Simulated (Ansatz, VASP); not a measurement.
## MgO: VASP beside Ansatz

Contents of INCAR:

```
  PREC = Accurate
  ENCUT = 520
  EDIFF = 1E-6
  ISMEAR = 0
  SIGMA = 0.05
  LREAL = False
  LASPH = True
  NELM = 80
  ALGO = Normal
  ISIF = 2
  LWAVE = False
  LCHARG = True
  GGA = PS
  LELF = True
  LVHAR = True
  NBANDS = 11
```

The input KPOINTS:

```
Automatic mesh
0
Gamma
  10 10 10
```

POSCAR

```
MgO
1.0
    0.0000000000      2.0723991115      2.0723991115
    2.0723991115      0.0000000000      2.0723991115
    2.0723991115      2.0723991115      0.0000000000
Mg O
1 1
Direct
    0.0189270304      0.0189270304     -0.0189270304
    0.4712468609      0.4712468609      0.5287531391
```

Input for Ansatz:

```yaml
crystal:
  lattice:
    - [0.0, 2.0723991115, 2.0723991115]
    - [2.0723991115, 0.0, 2.0723991115]
    - [2.0723991115, 2.0723991115, 0.0]
  atoms:
    - { symbol: Mg, position: [0.0189270304, 0.0189270304, -0.0189270304] }
    - { symbol: O, position: [0.4712468609, 0.4712468609, 0.5287531391] }
basis:
  ecutwfc: 520.0
kpoints:
  mp_grid: { grid: [10, 10, 10] }
hamiltonian:
  xc: pbesol
  pseudopotentials: { kind: paw, azcp: { folder: soft_1 } }
scf:
  occupations: { method: gaussian, width: 0.05 }
output:
  forces: true
  stress: true
  eigenvalues: true
```

Change from the starting cell: mode 6 frozen in at -0.121 Å, equal normal strain along x, y and z -0.0167.

Alike in both runs: task single point; functional PBEsol; k mesh 10 × 10 × 10; occupations gaussian, width 0.05 eV; no spin polarisation.

|  | VASP | Ansatz |
| --- | --- | --- |
| version | VASP 6.6.1 | Ansatz 0.2.0 |
| potentials or method | VASP PAW PBE potentials, release 64 (Mg, O), cutoff 520 eV | scalar-relativistic, plane waves, PAW |
| valence electrons in the cell | 8 | 16 |

```csv
,VASP,Ansatz,Ansatz less VASP
gap on the k mesh at the Fermi level (eV),5.10,5.10,+0.001
least direct gap on the mesh (eV),5.10,5.10,+0.001
pressure (GPa),13.2,13.4,+0.22
"traceless stress, the component that is largest in VASP (GPa)",11.99,11.70,-0.290
rms of the force components (eV/Å),0.985,0.968,-0.0179
```

VASP's potentials were made for PBE, not for PBEsol, and Ansatz warns of the same on its side. Atom by atom the forces differ by 0.018 eV/Å (rms over components). VASP's potentials hold 8 valence electrons a cell and Ansatz's 16, so a difference there can come from the potentials and not from the codes.
